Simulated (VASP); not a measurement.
Here is a VASP 6.6.1 calculation.

INCAR

```
SYSTEM = CdSe
  ALGO = Normal
  EDIFF = 1E-7
  ENCUT = 520
  GGA = PE
  ISIF = 2
  ISMEAR = 0
  LASPH = .True.
  LCHARG = .False.
  LREAL = .False.
  LWAVE = .False.
  NBANDS = 26
  NELM = 60
  PREC = Accurate
  SIGMA = 0.1
```

Contents of KPOINTS:

```
k-points
0
Gamma
  6 6 4
  0 0 0
```

File POSCAR:

```
CdSe
1.0
    4.4915466700      0.0000000000      0.0000000000
   -2.2457733400      3.8897935200      0.0000000000
    0.0000000000      0.0000000000      5.4524988700
Cd Se
2 2
Direct
    0.0000000000      0.0000000000      0.0000000000
    0.0000000000      0.0000000000      0.5000000000
    0.3333333300      0.6666666700      0.2500000000
    0.6666666700      0.3333333300      0.7500000000
```

Potentials or basis: VASP PAW PBE potentials, release 64 (Cd, Se).

Run with:

```console
$ cat potpaw_PBE.64/Cd/POTCAR potpaw_PBE.64/Se/POTCAR > POTCAR
$ mpirun -np 1 vasp_std > vasp.out
```

Question: What does it give for the pressure?

Answer: 2.3 GPa.

Stress tensor (GPa, compression positive):
```
-2.91  0.00  0.00
 0.00 -2.91  0.00
 0.00  0.00 12.80
```
